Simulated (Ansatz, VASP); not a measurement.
## Sb: VASP beside Ansatz

The input INCAR:

```
SYSTEM = Sb
PREC = Accurate
ENCUT = 520
EDIFF = 1E-6
ISMEAR = 1
SIGMA = 0.1
LREAL = .False.
LASPH = .True.
NELM = 80
ALGO = Normal
ISIF = 2
LWAVE = .False.
LCHARG = .True.
LELF = .True.
LVHAR = .True.
NBANDS = 12
```

File KPOINTS:

```
regular mesh
0
Gamma
  9 9 9
  0 0 0
```

Contents of POSCAR:

```
Sb
1.0
    2.1456002536      1.2387628840      3.6587425366
   -2.1456002536      1.2387628840      3.6587425366
    0.0000000000     -2.4775257680      3.6587425366
Sb
2
Direct
    0.2359371474      0.2359371474      0.2359371474
    0.7640628526      0.7640628526      0.7640628526
```

Input for Ansatz:

```yaml
crystal:
  lattice:
    - [2.1456002536, 1.238762884, 3.6587425366]
    - [-2.1456002536, 1.238762884, 3.6587425366]
    - [0.0, -2.477525768, 3.6587425366]
  atoms:
    - { symbol: Sb, position: [0.2359371474, 0.2359371474, 0.2359371474] }
    - { symbol: Sb, position: [0.7640628526, 0.7640628526, 0.7640628526] }
hamiltonian:
  xc: lda
  pseudopotentials:
    kind: paw
    azcp:
      Sb: "pseudopotentials/Sb.paw.azcp"
basis:
  ecutwfc: 420
  fft_grid_basis: typed
kpoints:
  mp_grid: { grid: [9, 9, 9], shift: [0, 0, 0] }
magnetization:
  spin_polarized: false
scf:
  occupations: { method: cold, width: 0.1 }
  lower_state_search: "off"
output:
  stress: true
  write_density: true
  write_potential: true
  elf: true
  volumetric_format: npy
```

Alike in both runs: task single point; functional LDA; k mesh 9 × 9 × 9; no spin polarisation.

|  | VASP | Ansatz |
| --- | --- | --- |
| version | VASP 6.6.1 | Ansatz 0.2.0 |
| potentials or method | VASP PAW LDA potentials, release 64 (Sb), cutoff 520 eV | plane waves (420 eV) with PAW, scalar-relativistic |
| occupations | methfessel-paxton of order 1, width 0.1 eV | cold, width 0.1 eV |
| valence electrons in the cell | 10 | 30 |

|  | VASP | Ansatz | Ansatz less VASP |
| --- | --- | --- | --- |
| pressure (GPa) | 0.4 | 0.1 | -0.30 |
| traceless stress, the component that is largest in VASP (GPa) | -0.09 | -0.02 | +0.065 |

Ansatz warns that its potentials were made for another functional, while VASP's fit it. LDA's correlation is that of Perdew and Zunger in VASP and of Perdew and Wang (1992) in Ansatz. VASP's potentials hold 10 valence electrons a cell and Ansatz's 30, so a difference there can come from the potentials and not from the codes.

Spin-orbit coupling is off throughout.
